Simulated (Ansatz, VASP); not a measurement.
## TiN: VASP beside Ansatz

```
CELL_PARAMETERS angstrom
0.00000 2.11900 2.11900
2.11900 0.00000 2.11900
2.11900 2.11900 0.00000
ATOMIC_POSITIONS crystal
Ti 0.00000 0.00000 0.00000
N 0.50000 0.50000 0.50000
```

Alike in both runs: task relaxation of cell and atoms; functional r2SCAN; k mesh 13 × 13 × 13; occupations fermi-dirac, width 0.1 eV; no spin polarisation.

|  | VASP | Ansatz |
| --- | --- | --- |
| version | VASP 6.6.1 | Ansatz 0.2.0 |
| potentials or method | VASP PAW PBE potentials, release 64 (Ti_sv, N), cutoff 600 eV | PAW plane waves |
| valence electrons in the cell | 17 | 17 |

|  | VASP | Ansatz | Ansatz less VASP |
| --- | --- | --- | --- |
| gap on the k mesh at the Fermi level, each at its own relaxed structure (eV) | none | none | - |
| relaxed volume (Å³/atom) | 9.53 | 9.49 | -0.047 |
| relaxed length of the cell vector where the two differ most in proportion (Å) | 2.999 | 2.994 | -0.0049 |

VASP's potentials were made for PBE, not for r2SCAN. A gap of «none» marks a metal or a gap that the smearing closes.
